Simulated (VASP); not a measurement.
Input of a VASP 6.6.1 run:

POSCAR

```
LiCl
1.0
    3.8941841338      0.0000000000      0.0000000000
   -1.9470920669      3.3724623869      0.0000000000
    0.0000000000      0.0000000000      6.2244575754
Li Cl
2 2
Direct
    0.3333333333      0.6666666667     -0.0031270712
    0.6666666667      0.3333333333      0.4968729288
    0.3333333333      0.6666666667      0.3781270712
    0.6666666667      0.3333333333      0.8781270712
```

The input INCAR.step1:

```
SYSTEM = LiCl
ALGO = Normal ; EDIFF = 1E-4
ENCUT = 520 ; GGA = PE
ISMEAR = 0 ; LASPH = .TRUE.
LCHARG = .FALSE. ; LREAL = .FALSE.
LWAVE = .TRUE. ; NBANDS = 18
NELM = 80 ; PREC = Accurate
SIGMA = 0.01
```

Contents of INCAR.step2:

```
SYSTEM = LiCl
ALGO = Normal ; EDIFF = 1E-7
ENCUT = 520 ; ISIF = 2
ISMEAR = 0 ; ISTART = 1
LASPH = .TRUE. ; LCHARG = .FALSE.
LMIXTAU = .TRUE. ; LREAL = .FALSE.
LWAVE = .FALSE. ; METAGGA = R2SCAN
NBANDS = 18 ; NELM = 80
PREC = Accurate ; SIGMA = 0.01
```

KPOINTS

```
k-points
0
G
  12 12 4
  0 0 0
```

Potentials or basis: VASP PAW PBE potentials, release 64 (Li_sv, Cl).

Run with:

```sh
$ cat potpaw_PBE.64/Li_sv/POTCAR potpaw_PBE.64/Cl/POTCAR > POTCAR
$ cp INCAR.step1 INCAR
$ mpirun -np 1 vasp_std > vasp.out
$ cp INCAR.step2 INCAR
$ mpirun -np 1 vasp_std > vasp.out
```

**Question.** Estimate the band gap on the k mesh.

**Answer.** 6.74 eV, direct.

**Question.** What does it give for the largest force?

**Answer.** 0.005 eV/Å.

Forces on the atoms (eV/Å):
```
Li   0.000  0.000  0.005
Li   0.000  0.000  0.005
Cl   0.000  0.000 -0.005
Cl   0.000  0.000 -0.005
```

Caveat: the PAW data sets were made with another functional, which shifts forces and pressure a little. r2SCAN opens gaps a little over a GGA but as a rule still falls short of measured ones.
